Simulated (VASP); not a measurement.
# SnTe2H4N2 (C2/m) in VASP: density of states with PBE

Aim: the density of states of SnTe2H4N2 with PBE.

Program: VASP 6.6.1. These are calculated values, not measurements. Logs are shortened: lines on timing, memory, paths and dates and some standing lists are left out, and cuts for length are marked.

## (1) The cell of the first run

The structure is monoclinic, space group C2/m (No. 12). Conventional cell: a = 12.204 Å, b = 3.708 Å, c = 5.753 Å, α = 90.00°, β = 105.71°, γ = 90.00°. Sn (site symmetry 2/m) has 2 Te at 2.29 Å and 4 N at 2.44 Å within 3.0 Å. Within 2.9 Å of Te (site symmetry m) lie 3 H at 2.17 to 2.59 Å and 1 Sn at 2.29 Å. N (site symmetry m) has 2 H at 1.16 to 1.17 Å within 1.6 Å. Within 1.6 Å of H (site symmetry m) lie 1 N at 1.17 Å. Within 1.6 Å of H (site symmetry m) lie 1 N at 1.16 Å.

## (2) Density of states, PBE

The input, POSCAR:

```
SnTe2H4N2
1.0
    0.0000000000      3.7076820000      0.0000000000
    6.1018600000     -1.8538410000      0.0000000000
    1.5580180000      0.0000000000     -5.5380240000
Sn Te N H
1 2 2 4
Direct
    0.0000000000      0.0000000000      0.0000000000
    0.8812000000      0.7624000000      0.7537000000
    0.1188000000      0.2376000000      0.2463000000
    0.6067000000      0.2134000000      0.7706000000
    0.3933000000      0.7866000000      0.2294000000
    0.6100000000      0.2200000000      0.5660000000
    0.3900000000      0.7800000000      0.4340000000
    0.7010000000      0.4020000000      0.7762000000
    0.2990000000      0.5980000000      0.2238000000
```

The input, INCAR.step1:

```
SYSTEM = SnTe2H4N2
PREC = Accurate
ENCUT = 520
EDIFF = 1E-6
ISMEAR = 0
SIGMA = 0.0706
LREAL = .False.
LASPH = .True.
NELM = 100
ALGO = Normal
ISIF = 2
LWAVE = .False.
LCHARG = .True.
GGA = PE
NBANDS = 30
```

The input, KPOINTS.step1:

```
Automatic mesh
0
Gamma
  6 6 4
  0 0 0
```

The input, INCAR.step2:

```
SYSTEM = SnTe2H4N2
PREC = Accurate
ENCUT = 520
EDIFF = 1E-6
ISMEAR = -5
SIGMA = 0.0706
LREAL = .False.
LASPH = .True.
NELM = 100
ALGO = Normal
ISIF = 2
LWAVE = .False.
LCHARG = .False.
GGA = PE
LORBIT = 11
NBANDS = 30
NEDOS = 2001
ICHARG = 11
```

The input, KPOINTS.step2:

```
Automatic mesh
0
Gamma
  9 9 6
  0 0 0
```

Potentials or basis: VASP PAW PBE potentials, release 64 (Sn_d, Te, N, H).

Command:

```sh
> cat potpaw_PBE.64/Sn_d/POTCAR potpaw_PBE.64/Te/POTCAR potpaw_PBE.64/N/POTCAR potpaw_PBE.64/H/POTCAR > POTCAR
> cp INCAR.step1 INCAR
> cp KPOINTS.step1 KPOINTS
> mpirun -np 1 vasp_std > vasp.out
> cp INCAR.step2 INCAR
> cp KPOINTS.step2 KPOINTS
> mpirun -np 1 vasp_std > vasp.out
```

OUTCAR:

```text
SYSTEM = SnTe2H4N2
   PREC = Accurate
   ENCUT = 520
   EDIFF = 1E-6
   ISMEAR = -5
   LREAL = .False.
   LASPH = .True.
   NELM = 100
   ISIF = 2
   GGA = PE
   LORBIT = 11
   ICHARG = 11

 ion  position               nearest neighbor table
   1  0.000  0.000  0.000-   2 2.29   3 2.29   4 2.44   5 2.44   4 2.44   5 2.44
   2  0.881  0.762  0.754-   8 2.17   1 2.29   3 3.51
   3  0.119  0.238  0.246-   9 2.17   1 2.29   2 3.51
   4  0.607  0.213  0.771-   8 1.16   6 1.17   1 2.44   1 2.44
   5  0.393  0.787  0.229-   9 1.16   7 1.17   1 2.44   1 2.44
   6  0.610  0.220  0.566-   4 1.17
   7  0.390  0.780  0.434-   5 1.17
   8  0.701  0.402  0.776-   4 1.16   2 2.17
   9  0.299  0.598  0.224-   5 1.16   3 2.17

  LATTYP: Found a base centered monoclinic cell.
 ALAT       =    12.2037200000
 B/A-ratio  =     0.3038157218
 C/A-ratio  =     0.4714144956
 COS(beta)  =    -0.2708178610

  Lattice vectors:

 A1 = (  -6.1018600000,  -1.8538410000,   0.0000000000)
 A2 = (  -6.1018600000,   1.8538410000,   0.0000000000)
 A3 = (   1.5580180000,   0.0000000000,  -5.5380240000)

Analysis of symmetry for initial positions (statically):
=====================================================================
 Subroutine PRICEL returns:
 Original cell was already a primitive cell.

 Routine SETGRP: Setting up the symmetry group for a
 base centered monoclinic supercell.

 Subroutine GETGRP returns: Found  4 space group operations
 (whereof  4 operations were pure point group operations)
 out of a pool of  4 trial point group operations.

The static configuration has the point symmetry C_2h.

Analysis of symmetry for dynamics (positions and initial velocities):
=====================================================================
 Subroutine PRICEL returns:
 Original cell was already a primitive cell.

 Routine SETGRP: Setting up the symmetry group for a
 base centered monoclinic supercell.

 Subroutine GETGRP returns: Found  4 space group operations
 (whereof  4 operations were pure point group operations)
 out of a pool of  4 trial point group operations.

The dynamic configuration has the point symmetry C_2h.

 Subroutine INISYM returns: Found  4 space group operations
 (whereof  4 operations are pure point group operations),
[... 122 lines left out ...]
   PSTRESS=    0.0 pullay stress
   NELECT =      40.0000    total number of electrons
   NUPDOWN=      -1.0000    fix difference up-down
   EMIN   =  10.00;   EMAX   =-10.00  energy-range for DOS
   EFERMI =   0.00;   METHOD = LEGACY
   ISMEAR =    -5;   SIGMA  =   0.07  broadening in eV -4-tet -1-fermi 0-gaus
   EFERMI_NEDOS =   21; number of points for ismear=-14 and -15
   IALGO  =     38    algorithm
   IMIX   =      4    mixing-type and parameters
     AMIX     =   0.40;   BMIX     =  1.00
     AMIX_MAG =   1.60;   BMIX_MAG =  1.00
  volume/ion in A,a.u.               =      13.92        93.94
  Fermi-wavevector in a.u.,A,eV,Ry     =   1.118892  2.114400 17.033407  1.251920
  Thomas-Fermi vector in A             =   2.255527
   LORBIT       =     11    0 simple, 1 ext, 2 COOP (PROOUT), +10 PAW based schemes
   GGA     = PE    functional components
   LHFCALC =     F    Hartree Fock is set to
   AEXX    =    0.0000 exact exchange contribution
   IVDW    =     0    specifies the selected vdW correction
   LEPSILON=     F    determine dielectric tensor
   LRPA    =     F    only Hartree local field effects (RPA)
 non-spin polarized calculation
 Fermi weights with tetrahedron method with Bloechl corrections
  energy-cutoff  :      520.00
  volume of cell :      125.29
 maximum number of plane-waves:      3390

 number of electron      40.0000003 magnetization

 Free energy of the ion-electron system (eV)
  ---------------------------------------------------
  ext. energy  EPLUGINS =         0.00000000
  ---------------------------------------------------
  free energy    TOTEN  =       -35.42749267 eV

  energy without entropy =      -35.42749267  energy(sigma->0) =      -35.42749267

 E-fermi :   5.0672     XC(G=0):  -9.4956

 val. band max:        5.0695970897   @ k =   0.1111   0.0000  -0.0000
 cond. band min:       5.0440598703   @ k =   0.2222   0.2222   0.5000
 fundamental gap:     -0.0255372194
 Fermi energy:         5.0671690515

 k-point     1 :       0.0000    0.0000    0.0000
  band No.  band energies     occupation
      1     -17.2689      2.00000
      2     -16.7767      2.00000
      3     -16.7513      2.00000
      4     -16.5533      2.00000
      5     -16.5234      2.00000
      6     -10.4679      2.00000
[... 781 lines left out ...]
     29      13.7049      0.00000
     30      13.7978      0.00000

 [... further k-points ...]
[... 5 lines left out ...]
  --------------------------------------------------------------------------------------
  -------------------------------------------------------------------------------------
  Total       24.3495659     -1.6546235      8.2962795      0.0000000      0.0000000    -20.0860419
  in kB      311.3739350    -21.1587604    106.0899890      0.0000000      0.0000000   -256.8534450
  external PRESSURE =     132.1017212 kB  Pullay stress =       0.0000000 kB

 VOLUME and BASIS-vectors are now :
 -----------------------------------------------------------------------------
  energy-cutoff  :      520.00
  volume of cell :      125.29
      direct lattice vectors                 reciprocal lattice vectors
     0.000000000  3.707682000  0.000000000     0.081942227  0.269710293  0.023052891
     6.101860000 -1.853841000  0.000000000     0.163884455  0.000000000  0.046105783
     1.558018000  0.000000000 -5.538024000     0.000000000  0.000000000 -0.180569821

 POSITION                                       TOTAL-FORCE (eV/Angst)
 -----------------------------------------------------------------------------------
      0.00000      0.00000      0.00000         0.000000      0.000000      0.000000
      5.82634      1.85384     -4.17401        -6.368624     -0.000000      5.215373
      1.83354      0.00000     -1.36402         6.368624     -0.000000     -5.215373
      2.50275      1.85384     -4.26760         1.526293     -0.000000      2.246305
      5.15713     -0.00000     -1.27042        -1.526293      0.000000     -2.246305
      2.22425      1.85384     -3.13452         0.819897     -0.000000     -3.321740
      5.43563      0.00000     -2.40350        -0.819897      0.000000      3.321740
      3.66228      1.85384     -4.29861        -3.367447     -0.000000      0.070708
      3.99760      0.00000     -1.23941         3.367447      0.000000     -0.070708
 -----------------------------------------------------------------------------------
    total drift:                               -0.000000     -0.000000     -0.000000

  FREE ENERGIE OF THE ION-ELECTRON SYSTEM (eV)
  ---------------------------------------------------
  free  energy   TOTEN  =       -35.4274926694 eV

  energy  without entropy=      -35.4274926694  energy(sigma->0) =      -35.42749267

 total charge

# of ion       s       p       d       tot
------------------------------------------
    1        1.129   1.334  10.226  12.689
    2        1.412   2.068   0.050   3.529
    3        1.412   2.068   0.050   3.529
    4        1.250   2.430   0.000   3.679
    5        1.250   2.430   0.000   3.679
    6        0.520   0.047   0.000   0.567
    7        0.520   0.047   0.000   0.567
    8        0.532   0.053   0.000   0.585
    9        0.532   0.053   0.000   0.585
--------------------------------------------------
tot          8.555  10.531  10.326  29.412
```

OSZICAR.step1:

```text
N       E                     dE             d eps       ncg     rms          rms(c)
DAV:   1     0.329994424505E+03    0.32999E+03   -0.17470E+04  2886   0.139E+03
DAV:   2     0.664169618726E+01   -0.32335E+03   -0.30641E+03  3118   0.384E+02
DAV:   3    -0.379137372683E+02   -0.44555E+02   -0.43668E+02  3470   0.128E+02
DAV:   4    -0.399128809525E+02   -0.19991E+01   -0.19846E+01  3530   0.300E+01
DAV:   5    -0.399723892573E+02   -0.59508E-01   -0.59488E-01  3916   0.520E+00    0.161E+01
DAV:   6    -0.355762739147E+02    0.43961E+01   -0.16167E+01  4224   0.276E+01    0.868E+00
DAV:   7    -0.355167491409E+02    0.59525E-01   -0.31798E+00  3092   0.868E+00    0.651E+00
DAV:   8    -0.354541093458E+02    0.62640E-01   -0.36579E-01  3444   0.291E+00    0.340E+00
DAV:   9    -0.354336031220E+02    0.20506E-01   -0.10441E-01  3748   0.181E+00    0.471E-01
DAV:  10    -0.354332841279E+02    0.31899E-03   -0.29662E-02  3516   0.947E-01    0.383E-01
DAV:  11    -0.354330298029E+02    0.25432E-03   -0.25990E-03  3380   0.292E-01    0.163E-01
DAV:  12    -0.354331168677E+02   -0.87065E-04   -0.84695E-04  3446   0.132E-01    0.107E-01
DAV:  13    -0.354330985802E+02    0.18288E-04   -0.83811E-05  3622   0.550E-02    0.380E-02
DAV:  14    -0.354330974592E+02    0.11210E-05   -0.30486E-05  3680   0.318E-02    0.291E-02
DAV:  15    -0.354330931613E+02    0.42979E-05   -0.59798E-06  3276   0.140E-02    0.108E-02
DAV:  16    -0.354330920587E+02    0.11026E-05   -0.82501E-06  3660   0.125E-02    0.218E-03
DAV:  17    -0.354330920608E+02   -0.21805E-08   -0.54033E-07  1914   0.480E-03
   1 F= -.35433092E+02 E0= -.35429101E+02  d E =-.798137E-02
```

It took 6.7 min on 1 thread of Intel Xeon Platinum 8259CL at 2.50GHz (Skylake/Cascade Lake), shared host; peak memory 0.61 GiB.

Results:

* Valence electrons inside the program's atomic spheres: Sn 12.69; Te 3.53; N 3.68; H 0.57, 0.58

Levels at points of the mesh, in eV from the Fermi level:
```csv
k point,band 18,band 19,band 20,band 21,band 22,band 23
"(0.00, 0.00, 0.00)",-1.10,0.34,0.63,0.73,1.78,2.80
"(0.00, 0.00, 0.50)",-1.07,-0.84,0.12,0.54,3.26,3.39
```

Caveat: spin-orbit coupling is left out, which moves the levels of the heavy elements; tetrahedron occupations give inexact forces and stress in metals.
